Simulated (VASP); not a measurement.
Input of a VASP 6.6.1 run:

INCAR

```
  PREC = Accurate
  ENCUT = 520
  EDIFF = 1E-7
  ISMEAR = 0
  SIGMA = 0.1
  LREAL = False
  LASPH = True
  NELM = 60
  ALGO = Normal
  ISIF = 2
  LWAVE = False
  LCHARG = False
  GGA = PE
  NBANDS = 30
```

File KPOINTS:

```
regular mesh
0
Gamma
  6 6 2
```

File POSCAR:

```
SiGeTe2S2
1.0
    4.4688201692     -0.0000000030      0.0000000000
   -2.2344100820      3.8701117929      0.0000000000
    0.0000000000      0.0000000000     10.4950471753
Si Ge Te S
1 1 2 2
Direct
    0.0000000000      0.0000000000      0.0000000000
    0.0000000000      0.0000000000      0.5000000000
    0.0000000000      0.0000000000      0.7398061870
    0.0000000000      0.0000000000      0.2601938130
    0.3333333333      0.6666666667      0.0000000000
    0.6666666667      0.3333333333      0.0000000000
```

Potentials or basis: VASP PAW PBE potentials, release 64 (Si, Ge_d, Te, S).

The run is started by

```console
$ cat potpaw_PBE.64/Si/POTCAR potpaw_PBE.64/Ge_d/POTCAR potpaw_PBE.64/Te/POTCAR potpaw_PBE.64/S/POTCAR > POTCAR
$ mpirun -np 1 vasp_std > vasp.out
```

Task: What does it give for the band gap on the k mesh?

Result: Zero (band 21 reaches 3.35 eV, above the bottom of band 22 at 2.55 eV).

Task: Estimate the largest force.

Result: 0.006 eV/Å.

Task: Predict the pressure.

Result: 0.0 GPa.

Forces on the atoms (eV/Å):
```
Si   0.000  0.000  0.000
Ge   0.000  0.000  0.000
Te   0.000  0.000 -0.006
Te   0.000  0.000  0.006
S    0.000  0.000  0.000
S    0.000  0.000  0.000
```

Caveat: spin-orbit coupling is left out, which moves the levels of the heavy elements.
